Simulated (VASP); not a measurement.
# MnO2 (R-3m) in VASP: further runs, part 3 of 4

VASP 6.6.1. The steps go on from the part before.

### Step 4. Single point, PBE, collinear spin, ferromagnetic start

INCAR

```
  PREC = Accurate
  ENCUT = 520
  EDIFF = 1E-7
  ISMEAR = 1
  SIGMA = 0.27211386245988
  LREAL = False
  LASPH = True
  NELM = 150
  ALGO = Normal
  ISIF = 2
  LWAVE = False
  LCHARG = True
  ISPIN = 2
  MAGMOM = 4 0 0
  LORBIT = 11
  LMAXMIX = 4
  GGA = PE
  LELF = True
  LVHAR = True
  NBANDS = 24
```

KPOINTS

```
regular mesh
0
Gamma
  6 6 6
```

POSCAR

```
MnO2
1.0
    1.4284348394      0.8247072390      4.5839315268
   -1.4284348394      0.8247072390      4.5839315268
    0.0000000000     -1.6494144781      4.5839315268
Mn O
1 2
Direct
    0.0000000000      0.0000000000      0.0000000000
    0.2643644900      0.2643644900      0.2643644900
    0.7356355100      0.7356355100      0.7356355100
```

Potentials or basis: VASP PAW PBE potentials, release 64 (Mn_pv, O).

Started as:

```
cat potpaw_PBE.64/Mn_pv/POTCAR potpaw_PBE.64/O/POTCAR > POTCAR
mpirun -np 1 vasp_std > vasp.out
```

OUTCAR:

```text
PREC = Accurate
   ENCUT = 520
   EDIFF = 1E-7
   ISMEAR = 1
   LREAL = False
   LASPH = True
   NELM = 150
   ISIF = 2
   ISPIN = 2
   LORBIT = 11
   GGA = PE

 ion  position               nearest neighbor table
   1  0.000  0.000  0.000-   3 1.90   2 1.90   3 1.90   3 1.90   2 1.90   2 1.90
   2  0.264  0.264  0.264-   1 1.90   1 1.90   1 1.90
   3  0.736  0.736  0.736-   1 1.90   1 1.90   1 1.90

  LATTYP: Found a trigonal (rhomboedric) cell.
 ALAT       =     4.8716523237
 COS(alpha) =     0.8280515398

  Lattice vectors:

 A1 = (   1.4284348394,   0.8247072390,   4.5839315268)
 A2 = (  -1.4284348394,   0.8247072390,   4.5839315268)
 A3 = (   0.0000000000,  -1.6494144781,   4.5839315268)

Analysis of symmetry for initial positions (statically):
=====================================================================
 Subroutine PRICEL returns:
 Original cell was already a primitive cell.

 Routine SETGRP: Setting up the symmetry group for a
 trigonal (rhombohedral) supercell.

 Subroutine GETGRP returns: Found 12 space group operations
 (whereof 12 operations were pure point group operations)
 out of a pool of 12 trial point group operations.

The static configuration has the point symmetry D_3d.

Analysis of symmetry for dynamics (positions and initial velocities):
=====================================================================
 Subroutine PRICEL returns:
 Original cell was already a primitive cell.

 Routine SETGRP: Setting up the symmetry group for a
 trigonal (rhombohedral) supercell.

 Subroutine GETGRP returns: Found 12 space group operations
 (whereof 12 operations were pure point group operations)
 out of a pool of 12 trial point group operations.

The dynamic configuration has the point symmetry D_3d.

Analysis of structural, dynamic, and magnetic symmetry:
=====================================================================
 Subroutine PRICEL returns:
 Original cell was already a primitive cell.

 Routine SETGRP: Setting up the symmetry group for a
 trigonal (rhombohedral) supercell.

 Subroutine GETGRP returns: Found 12 space group operations
 (whereof 12 operations were pure point group operations)
 out of a pool of 12 trial point group operations.

The overall configuration has the point symmetry D_3d.

 Subroutine INISYM returns: Found 12 space group operations
 (whereof 12 operations are pure point group operations),
 and found     1 'primitive' translations

----------------------------------------------------------------------------------------

                                     Primitive cell

  volume of cell :      32.4003

  direct lattice vectors                    reciprocal lattice vectors
     1.428434839  0.824707239  4.583931527     0.350033468  0.202091917  0.072717782
    -1.428434839  0.824707239  4.583931527    -0.350033468  0.202091917  0.072717782
     0.000000000 -1.649414478  4.583931527     0.000000000 -0.404183833  0.072717782

  length of vectors
     4.871652324  4.871652324  4.871652324     0.410673163  0.410673163  0.410673163
[... 69 lines left out ...]
   dimension x,y,z NGXF=    72 NGYF=   72 NGZF=   72
   ions per type =               1   2
   NGX,Y,Z   is equivalent  to a cutoff of  12.29, 12.29, 12.29 a.u.
   NGXF,Y,Z  is equivalent  to a cutoff of  24.57, 24.57, 24.57 a.u.
 SYSTEM =  unknown system
   PREC   = accura    normal or accurate (medium, high low for compatibility)
   ISTART =      0    job   : 0-new  1-cont  2-samecut
   ICHARG =      2    charge: 1-file 2-atom 10-const
   ISPIN  =      2    spin polarized calculation?
   LNONCOLLINEAR =      F non collinear calculations
   LSORBIT =      F    spin-orbit coupling
   LASPH  =      T    aspherical Exc in radial PAW
   ENCUT  =  520.0 eV  38.22 Ry    6.18 a.u.   9.06  9.06  9.06*2*pi/ulx,y,z
   NELM   =    150;   NELMIN=  2; NELMDL= -5     # of ELM steps
   EDIFF  = 0.1E-06   stopping-criterion for ELM
   LREAL  =      F    real-space projection
   EDIFFG = 0.1E-05   stopping-criterion for IOM
   NSW    =      0    number of steps for IOM
   IBRION =     -1    ionic relax: 0-MD 1-quasi-New 2-CG
   NFREE  =      0    steps in history (QN), initial steepest desc. (CG)
   ISIF   =      2    stress and relaxation
   ISYM   =      2    0-nonsym 1-usesym 2-fastsym
   POTIM  = 0.5000    time-step for ionic-motion
   TEBEG  =    0.0;   TEEND  =   0.0 temperature during run
   PSTRESS=    0.0 pullay stress
   NELECT =      25.0000    total number of electrons
   NUPDOWN=      -1.0000    fix difference up-down
   EMIN   =  10.00;   EMAX   =-10.00  energy-range for DOS
   EFERMI =   0.00;   METHOD = LEGACY
   ISMEAR =     1;   SIGMA  =   0.27  broadening in eV -4-tet -1-fermi 0-gaus
   EFERMI_NEDOS =   21; number of points for ismear=-14 and -15
   IALGO  =     38    algorithm
   IMIX   =      4    mixing-type and parameters
     AMIX     =   0.40;   BMIX     =  1.00
     AMIX_MAG =   1.60;   BMIX_MAG =  1.00
  volume/ion in A,a.u.               =      10.80        72.88
  Fermi-wavevector in a.u.,A,eV,Ry     =   1.501545  2.837508 30.676196  2.254637
  Thomas-Fermi vector in A             =   2.612902
   LORBIT       =     11    0 simple, 1 ext, 2 COOP (PROOUT), +10 PAW based schemes
   GGA     = PE    functional components
   LHFCALC =     F    Hartree Fock is set to
   AEXX    =    0.0000 exact exchange contribution
   IVDW    =     0    specifies the selected vdW correction
   LEPSILON=     F    determine dielectric tensor
   LRPA    =     F    only Hartree local field effects (RPA)
 spin polarized calculation
 Methfessel and Paxton  Order N= 1 SIGMA  =   0.27
  energy-cutoff  :      520.00
  volume of cell :       32.40
 maximum number of plane-waves:       888
   NGX = 19   NGY = 19   NGZ = 19

 number of electron      25.0000008 magnetization       3.0001734

 Free energy of the ion-electron system (eV)
  ---------------------------------------------------
  ext. energy  EPLUGINS =         0.00000000
  ---------------------------------------------------
  free energy    TOTEN  =       -23.80444467 eV

  energy without entropy =      -23.80666544  energy(sigma->0) =      -23.80518493

 E-fermi :   3.3995     XC(G=0): -10.8312

 val. band max:        3.2389064688   @ k =   0.5000   0.3333   0.3333
 cond. band min:       4.1001190028   @ k =   0.0000   0.0000   0.0000
 fundamental gap:      0.8612125340
 Fermi energy:         3.3995431272

 spin component 1

 k-point     1 :       0.0000    0.0000    0.0000
  band No.  band energies     occupation
      1     -47.0483      1.00000
      2     -47.0483      1.00000
      3     -47.0436      1.00000
      4     -16.3473      1.00000
      5     -14.0151      1.00000
      6      -3.0491      1.00000
[... 637 lines left out ...]
     23      24.6131      0.00000
     24      25.8439      0.00000

 [... further k-points ...]

 spin component 2

 k-point     1 :       0.0000    0.0000    0.0000
  band No.  band energies     occupation
      1     -43.9875      1.00000
      2     -43.9875      1.00000
      3     -43.8179      1.00000
      4     -16.1941      1.00000
      5     -13.9032      1.00000
      6      -2.1858      1.00000
[... 637 lines left out ...]
     23      25.2429      0.00000
     24      26.2377      0.00000

 [... further k-points ...]
[... 5 lines left out ...]
  --------------------------------------------------------------------------------------
  -------------------------------------------------------------------------------------
  Total        1.3172518      1.3172518      1.0224003      0.0000000     -0.0000000      0.0000000
  in kB       65.1373043     65.1373043     50.5570754      0.0000000     -0.0000000      0.0000000
  external PRESSURE =      60.2772280 kB  Pullay stress =       0.0000000 kB

 VOLUME and BASIS-vectors are now :
 -----------------------------------------------------------------------------
  energy-cutoff  :      520.00
  volume of cell :       32.40
      direct lattice vectors                 reciprocal lattice vectors
     1.428434839  0.824707239  4.583931527     0.350033468  0.202091917  0.072717782
    -1.428434839  0.824707239  4.583931527    -0.350033468  0.202091917  0.072717782
     0.000000000 -1.649414478  4.583931527     0.000000000 -0.404183833  0.072717782

 POSITION                                       TOTAL-FORCE (eV/Angst)
 -----------------------------------------------------------------------------------
      0.00000      0.00000      0.00000         0.000000      0.000000     -0.000000
      0.00000     -0.00000      3.63549         0.000000      0.000000     -0.306150
      0.00000     -0.00000     10.11631         0.000000     -0.000000      0.306150
 -----------------------------------------------------------------------------------
    total drift:                                0.000000      0.000000      0.000000

  FREE ENERGIE OF THE ION-ELECTRON SYSTEM (eV)
  ---------------------------------------------------
  free  energy   TOTEN  =       -23.8044446715 eV

  energy  without entropy=      -23.8066654395  energy(sigma->0) =      -23.80518493

 total charge

# of ion       s       p       d       tot
------------------------------------------
    1        0.356   6.468   4.924  11.748
    2        1.583   3.418   0.000   5.000
    3        1.583   3.418   0.000   5.000
--------------------------------------------------
tot          3.521  13.304   4.924  21.749

 magnetization (x)

# of ion       s       p       d       tot
------------------------------------------
    1        0.031   0.039   2.766   2.837
    2        0.004   0.040   0.000   0.043
    3        0.004   0.040   0.000   0.043
--------------------------------------------------
tot          0.038   0.119   2.766   2.923
```

OSZICAR:

```text
N       E                     dE             d eps       ncg     rms          rms(c)
DAV:   1     0.244276603257E+03    0.24428E+03   -0.13674E+04  3072   0.119E+03
DAV:   2    -0.170624612979E+02   -0.26134E+03   -0.24520E+03  3376   0.362E+02
DAV:   3    -0.311562022563E+02   -0.14094E+02   -0.14018E+02  3600   0.902E+01
DAV:   4    -0.312824166711E+02   -0.12621E+00   -0.12620E+00  3400   0.900E+00
DAV:   5    -0.312838987955E+02   -0.14821E-02   -0.14821E-02  3760   0.932E-01    0.312E+01
DAV:   6    -0.299458713959E+02    0.13380E+01   -0.89775E+01  3816   0.748E+01    0.400E+01
DAV:   7    -0.249308134575E+02    0.50151E+01   -0.10285E+02  3592   0.758E+01    0.149E+01
DAV:   8    -0.239764127508E+02    0.95440E+00   -0.28815E+00  3384   0.154E+01    0.600E+00
DAV:   9    -0.237961254776E+02    0.18029E+00   -0.94173E-01  4280   0.896E+00    0.234E+00
DAV:  10    -0.238064683417E+02   -0.10343E-01   -0.90616E-02  3320   0.199E+00    0.124E+00
DAV:  11    -0.238041682626E+02    0.23001E-02   -0.86577E-03  3392   0.696E-01    0.425E-01
DAV:  12    -0.238045441569E+02   -0.37589E-03   -0.69395E-04  3120   0.241E-01    0.163E-01
DAV:  13    -0.238044277128E+02    0.11644E-03   -0.67521E-04  3648   0.279E-01    0.438E-02
DAV:  14    -0.238044407945E+02   -0.13082E-04   -0.10772E-04  3472   0.945E-02    0.270E-02
DAV:  15    -0.238044437659E+02   -0.29714E-05   -0.77044E-06  3288   0.250E-02    0.151E-02
DAV:  16    -0.238044444036E+02   -0.63769E-06   -0.36248E-06  3152   0.216E-02    0.397E-03
DAV:  17    -0.238044446381E+02   -0.23454E-06   -0.78641E-07  3296   0.825E-03    0.109E-03
DAV:  18    -0.238044446715E+02   -0.33335E-07   -0.10244E-07  2432   0.238E-03
   1 F= -.23804445E+02 E0= -.23805185E+02  d E =0.222077E-02  mag=     3.0001
```

It took 98 s on 1 thread of Intel Xeon Platinum 8259CL at 2.50GHz (Skylake/Cascade Lake), shared host; peak memory 0.25 GiB.

Results:

```
Free energy                                           : -23.8044 eV
Pressure                                              : 6.0 GPa
Largest force                                         : 0.306 eV/Å
Band gap on the k mesh                                : 0.86 eV, indirect (least direct gap 0.91 eV)
Net moment                                            : 3.00 μB per cell
Site moments                                          : Mn +2.84; O +0.04 μB
Valence electrons inside the program's atomic spheres : Mn 11.75; O 5.00
```

Forces on the atoms (eV/Å):
```
Mn   0.000  0.000  0.000
O    0.000  0.000 -0.306
O    0.000  0.000  0.306
```

Caveat: the k points lie up to 0.43 Å⁻¹ apart; a cell with one magnetic atom can't hold antiferromagnetic order, which such compounds often take. A k mesh can miss the band edges.

(Part 3 of 4 ends here.)
